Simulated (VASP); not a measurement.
# Cu (I4/mmm) in VASP: notebook

Cu is run at these levels: PBEsol; tasks: single point.

Everything below comes from runs of VASP 6.6.1. Logs are shortened: lines on timing, memory, paths and dates and some standing lists are left out, and cuts for length are marked.

## Step 1: The cell of the first run

The structure is tetragonal, space group I4/mmm (No. 139). Conventional cell: a = 2.454 Å, b = 2.454 Å, c = 3.615 Å, α = 90.00°, β = 90.00°, γ = 90.00°. Within 3.2 Å of Cu (site symmetry 4/mmm) lie 12 Cu at 2.45 to 2.51 Å.

## Step 2: Single point, PBEsol (strain -0.040 along x and y, +0.000 along z)

Input file INCAR:

```
ALGO = Normal
EDIFF = 1E-6
ENCUT = 520
GGA = PS
ISIF = 2
ISMEAR = 0
LASPH = True
LCHARG = False
LREAL = False
LWAVE = False
NBANDS = 12
NELM = 60
PREC = Accurate
SIGMA = 0.15
```

Input file KPOINTS:

```
k-points
0
Gamma
  22 22 22
```

Input file POSCAR:

```
Cu
1.0
    0.0000000000      1.7352000000      1.8075000000
    1.7352000000      0.0000000000      1.8075000000
    1.7352000000      1.7352000000      0.0000000000
Cu
1
Direct
    0.0000000000      0.0000000000      0.0000000000
```

Potentials or basis: VASP PAW PBE potentials, release 64 (Cu).

Command:

```sh
$ cat potpaw_PBE.64/Cu/POTCAR > POTCAR
$ mpirun -np 1 vasp_std > vasp.out
```

OUTCAR:

```text
EDIFF = 1E-6
   ENCUT = 520
   GGA = PS
   ISIF = 2
   ISMEAR = 0
   LASPH = True
   LREAL = False
   NELM = 60
   PREC = Accurate

 ion  position               nearest neighbor table
   1  0.000  0.000  0.000-

  LATTYP: Found a body centered tetragonal cell.
 ALAT       =     2.4539433734
 C/A-ratio  =     1.4731391275

  Lattice vectors:

 A1 = (  -1.7352000000,   0.0000000000,   1.8075000000)
 A2 = (   1.7352000000,   0.0000000000,   1.8075000000)
 A3 = (   0.0000000000,   1.7352000000,  -1.8075000000)

Analysis of symmetry for initial positions (statically):
=====================================================================
 Subroutine PRICEL returns:
 Original cell was already a primitive cell.

 Routine SETGRP: Setting up the symmetry group for a
 body centered tetragonal supercell.

 Subroutine GETGRP returns: Found 16 space group operations
 (whereof 16 operations were pure point group operations)
 out of a pool of 16 trial point group operations.

The static configuration has the point symmetry D_4h.

Analysis of symmetry for dynamics (positions and initial velocities):
=====================================================================
 Subroutine PRICEL returns:
 Original cell was already a primitive cell.

 Routine SETGRP: Setting up the symmetry group for a
 body centered tetragonal supercell.

 Subroutine GETGRP returns: Found 16 space group operations
 (whereof 16 operations were pure point group operations)
 out of a pool of 16 trial point group operations.

The dynamic configuration has the point symmetry D_4h.

 Subroutine INISYM returns: Found 16 space group operations
 (whereof 16 operations are pure point group operations),
 and found     1 'primitive' translations

----------------------------------------------------------------------------------------

                                     Primitive cell

  volume of cell :      10.8845

  direct lattice vectors                    reciprocal lattice vectors
     0.000000000  1.735200000  1.807500000    -0.288151222  0.288151222  0.276625173
     1.735200000  0.000000000  1.807500000     0.288151222 -0.288151222  0.276625173
     1.735200000  1.735200000  0.000000000     0.288151222  0.288151222 -0.276625173

  length of vectors
     2.505588811  2.505588811  2.453943373     0.492527907  0.492527907  0.492527907

  position of ions in fractional coordinates (direct lattice)
     0.000000000  0.000000000  0.000000000

  ion indices of the primitive-cell ions
   primitive index   ion index
                 1           1

----------------------------------------------------------------------------------------

 KPOINTS: k-points

Automatic generation of k-mesh.
 Grid dimensions read from file:
 generate k-points for:   22   22   22

 Generating k-lattice:

  Cartesian coordinates                     Fractional coordinates (reciprocal lattice)
    -0.013097783  0.013097783  0.012573871     0.045454545  0.000000000  0.000000000
     0.013097783 -0.013097783  0.012573871     0.000000000  0.045454545  0.000000000
     0.013097783  0.013097783 -0.012573871     0.000000000  0.000000000  0.045454545

  Length of vectors
     0.022387632  0.022387632  0.022387632

  Shift w.r.t. Gamma in fractional coordinates (k-lattice)
     0.000000000  0.000000000  0.000000000

 Subroutine IBZKPT returns following result:
 ===========================================

 Found    834 irreducible k-points:

 Following reciprocal coordinates:
            Coordinates               Weight
  0.000000  0.000000  0.000000      1.000000
  0.045455  0.000000  0.000000      8.000000
  0.090909  0.000000  0.000000      8.000000
  0.136364  0.000000  0.000000      8.000000
  0.181818  0.000000  0.000000      8.000000
  0.227273  0.000000  0.000000      8.000000
[... 16 lines left out ...]
  0.500000  0.045455  0.000000      8.000000
 -0.454545  0.045455  0.000000      8.000000
 [... further k-points ...]
   k-points           NKPTS =    834   k-points in BZ     NKDIM =    834   number of bands    NBANDS=     12
   number of dos      NEDOS =    301   number of ions     NIONS =      1
   total plane-waves  NPLWV =   7200
   dimension x,y,z NGX =    20 NGY =   20 NGZ =   18
   dimension x,y,z NGXF=    40 NGYF=   40 NGZF=   36
   ions per type =               1
   NGX,Y,Z   is equivalent  to a cutoff of  13.27, 13.27, 12.19 a.u.
   NGXF,Y,Z  is equivalent  to a cutoff of  26.54, 26.54, 24.39 a.u.
 SYSTEM =  unknown system
   PREC   = accura    normal or accurate (medium, high low for compatibility)
   ISTART =      0    job   : 0-new  1-cont  2-samecut
   ICHARG =      2    charge: 1-file 2-atom 10-const
   ISPIN  =      1    spin polarized calculation?
   LNONCOLLINEAR =      F non collinear calculations
   LSORBIT =      F    spin-orbit coupling
   LASPH  =      T    aspherical Exc in radial PAW
   ENCUT  =  520.0 eV  38.22 Ry    6.18 a.u.   4.66  4.66  4.56*2*pi/ulx,y,z
   NELM   =     60;   NELMIN=  2; NELMDL= -5     # of ELM steps
   EDIFF  = 0.1E-05   stopping-criterion for ELM
   LREAL  =      F    real-space projection
   EDIFFG = 0.1E-04   stopping-criterion for IOM
   NSW    =      0    number of steps for IOM
   IBRION =     -1    ionic relax: 0-MD 1-quasi-New 2-CG
   NFREE  =      0    steps in history (QN), initial steepest desc. (CG)
   ISIF   =      2    stress and relaxation
   ISYM   =      2    0-nonsym 1-usesym 2-fastsym
   POTIM  = 0.5000    time-step for ionic-motion
   TEBEG  =    0.0;   TEEND  =   0.0 temperature during run
   PSTRESS=    0.0 pullay stress
   NELECT =      11.0000    total number of electrons
   NUPDOWN=      -1.0000    fix difference up-down
   EMIN   =  10.00;   EMAX   =-10.00  energy-range for DOS
   EFERMI =   0.00;   METHOD = LEGACY
   ISMEAR =     0;   SIGMA  =   0.15  broadening in eV -4-tet -1-fermi 0-gaus
   EFERMI_NEDOS =   21; number of points for ismear=-14 and -15
   IALGO  =     38    algorithm
   IMIX   =      4    mixing-type and parameters
     AMIX     =   0.40;   BMIX     =  1.00
     AMIX_MAG =   1.60;   BMIX_MAG =  1.00
  volume/ion in A,a.u.               =      10.88        73.45
  Fermi-wavevector in a.u.,A,eV,Ry     =   1.642870  3.104575 36.722433  2.699023
  Thomas-Fermi vector in A             =   2.733100
   LORBIT       =      0    0 simple, 1 ext, 2 COOP (PROOUT), +10 PAW based schemes
   GGA     = PS    functional components
   LHFCALC =     F    Hartree Fock is set to
   AEXX    =    0.0000 exact exchange contribution
   IVDW    =     0    specifies the selected vdW correction
   LEPSILON=     F    determine dielectric tensor
   LRPA    =     F    only Hartree local field effects (RPA)
 non-spin polarized calculation
 Gauss-broadening in eV      SIGMA  =   0.15
  energy-cutoff  :      520.00
  volume of cell :       10.88
 maximum number of plane-waves:       310
   NGX =  9   NGY =  9   NGZ =  9

 number of electron      10.9999989 magnetization

 Free energy of the ion-electron system (eV)
  ---------------------------------------------------
  ext. energy  EPLUGINS =         0.00000000
  ---------------------------------------------------
  free energy    TOTEN  =        -4.29651984 eV

  energy without entropy =       -4.29388193  energy(sigma->0) =       -4.29520088

 E-fermi :   8.4624     XC(G=0): -13.3914

 val. band max:        8.4247829315   @ k =   0.5000   0.3636   0.1364
 cond. band min:       8.4675565812   @ k =   0.5000   0.1364   0.3182
 fundamental gap:      0.0427736497
 Fermi energy:         8.4623917924

 k-point     1 :       0.0000    0.0000    0.0000
  band No.  band energies     occupation
      1      -1.5771      2.00000
      2       5.0131      2.00000
      3       5.2442      2.00000
      4       5.2442      2.00000
      5       5.9867      2.00000
      6       6.2183      2.00000
      7      31.7196      0.00000
      8      34.7837      0.00000
      9      35.0472      0.00000
     10      35.0472      0.00000
     11      37.4926      0.00000
     12      37.4926      0.00000

 k-point     2 :       0.0455    0.0000    0.0000
  band No.  band energies     occupation
      1      -1.4971      2.00000
      2       5.0191      2.00000
      3       5.2359      2.00000
      4       5.2604      2.00000
      5       5.9819      2.00000
      6       6.2096      2.00000
      7      31.3837      0.00000
      8      33.7435      0.00000
      9      34.6120      0.00000
     10      34.7942      0.00000
     11      37.8611      0.00000
     12      37.9376      0.00000

 k-point     3 :       0.0909    0.0000    0.0000
  band No.  band energies     occupation
      1      -1.2589      2.00000
      2       5.0209      2.00000
      3       5.2253      2.00000
      4       5.3052      2.00000
      5       5.9726      2.00000
      6       6.1871      2.00000
      7      29.8588      0.00000
      8      32.7810      0.00000
      9      34.0495      0.00000
     10      34.2867      0.00000
     11      38.6830      0.00000
     12      38.6983      0.00000
[... 286 lines left out ...]
 k-point    23 :       0.5000    0.0455    0.0000
  band No.  band energies     occupation
      1       2.9175      2.00000
      2       4.9874      2.00000
      3       5.2668      2.00000
      4       6.3777      2.00000
      5       6.7107      2.00000
      6       7.5920      2.00000
      7      12.7273      0.00000
      8      28.8079      0.00000
      9      31.3860      0.00000
     10      31.7531      0.00000
     11      34.9954      0.00000
     12      36.0903      0.00000

 k-point    24 :      -0.4545    0.0455    0.0000
  band No.  band energies     occupation
      1       2.9077      2.00000
      2       4.9976      2.00000
      3       5.2658      2.00000
      4       6.3470      2.00000
      5       6.6786      2.00000
      6       7.5362      2.00000
      7      12.8782      0.00000
      8      28.5769      0.00000
      9      31.4344      0.00000
     10      32.2515      0.00000
     11      35.2441      0.00000
     12      35.6919      0.00000

 [... further k-points ...]
[... 5 lines left out ...]
  --------------------------------------------------------------------------------------
  -------------------------------------------------------------------------------------
  Total        0.6185630      0.6185630      0.3923380      0.0000000      0.0000000      0.0000000
  in kB       91.0515080     91.0515080     57.7515437      0.0000000      0.0000000      0.0000000
  external PRESSURE =      79.9515199 kB  Pullay stress =       0.0000000 kB

 VOLUME and BASIS-vectors are now :
 -----------------------------------------------------------------------------
  energy-cutoff  :      520.00
  volume of cell :       10.88
      direct lattice vectors                 reciprocal lattice vectors
     0.000000000  1.735200000  1.807500000    -0.288151222  0.288151222  0.276625173
     1.735200000  0.000000000  1.807500000     0.288151222 -0.288151222  0.276625173
     1.735200000  1.735200000  0.000000000     0.288151222  0.288151222 -0.276625173

 POSITION                                       TOTAL-FORCE (eV/Angst)
 -----------------------------------------------------------------------------------
      0.00000      0.00000      0.00000         0.000000      0.000000     -0.000000
 -----------------------------------------------------------------------------------
    total drift:                                0.000000     -0.000000      0.000000

  FREE ENERGIE OF THE ION-ELECTRON SYSTEM (eV)
  ---------------------------------------------------
  free  energy   TOTEN  =        -4.2965198362 eV

  energy  without entropy=       -4.2938819306  energy(sigma->0) =       -4.29520088
```

It took 46 s on 1 thread of Intel Xeon Platinum 8559C (Emerald Rapids), shared host; peak memory 0.21 GiB.

What came out:

- Free energy: -4.2965 eV
- Pressure: 8.0 GPa

Caveat: the cell differs from its parent crystal (strain -0.040 along x and y, +0.000 along z); the PAW data sets were made with another functional, which shifts forces and pressure a little.

## Step 3: Single point, PBEsol (strain -0.040 along x and y, +0.040 along z)

Input file INCAR:

```
ALGO     = Normal         # electronic algorithm
EDIFF    = 1E-6           # SCF threshold, eV
ENCUT    = 520            # plane-wave cutoff, eV
GGA      = PS             # functional
ISIF     = 2              # what is computed and relaxed
ISMEAR   = 0              # smearing method
LASPH    = True           # aspherical terms in the spheres
LCHARG   = False          # write CHGCAR
LREAL    = False          # projectors in reciprocal space
LWAVE    = False          # write WAVECAR
NBANDS   = 12             # bands
NELM     = 80             # most SCF steps
PREC     = Accurate       # precision mode
SIGMA    = 0.15           # smearing width, eV
```

KPOINTS is that of step 2.

Input file POSCAR:

```
Cu
1.0
    0.0000000000      1.7352000000      1.8798000000
    1.7352000000      0.0000000000      1.8798000000
    1.7352000000      1.7352000000      0.0000000000
Cu
1
Direct
    0.0000000000      0.0000000000      0.0000000000
```

Potentials or basis: VASP PAW PBE potentials, release 64 (Cu).

Command:

```sh
$ cat potpaw_PBE.64/Cu/POTCAR > POTCAR
$ mpirun -np 1 vasp_std > vasp.out
```

Wall time 46 s (1 thread of Intel Xeon Platinum 8559C (Emerald Rapids), shared host); peak memory 0.21 GiB.

It converged, with:

```yaml
Free_energy: -4.2992 eV
Pressure: 1.0 GPa
```

Stress tensor (GPa, compression positive):
```
 3.27  0.00  0.00
 0.00  3.27  0.00
 0.00  0.00 -3.62
```

Levels at points of the mesh, in eV from the Fermi level:
```tsv
k point	band 2	band 3	band 4	band 5	band 6	band 7	band 8	band 9	band 10	band 11
(0.00, 0.00, 0.00)	-3.46	-3.02	-3.02	-2.53	-2.09	23.03	25.65	26.04	26.04	28.38
(0.50, 0.00, 0.00)	-3.42	-3.00	-1.76	-1.61	-1.16	3.97	19.81	23.06	24.08	24.30
(0.50, 0.50, 0.00)	-4.66	-1.67	-1.56	-1.56	0.31	6.00	14.68	14.68	19.09	22.16
(0.50, 0.00, 0.50)	-4.66	-1.73	-1.68	-1.38	2.02	8.11	12.70	12.86	17.51	20.41
```

Caveat: the cell differs from its parent crystal (strain -0.040 along x and y, +0.040 along z); the PAW data sets were made with another functional, which shifts forces and pressure a little.
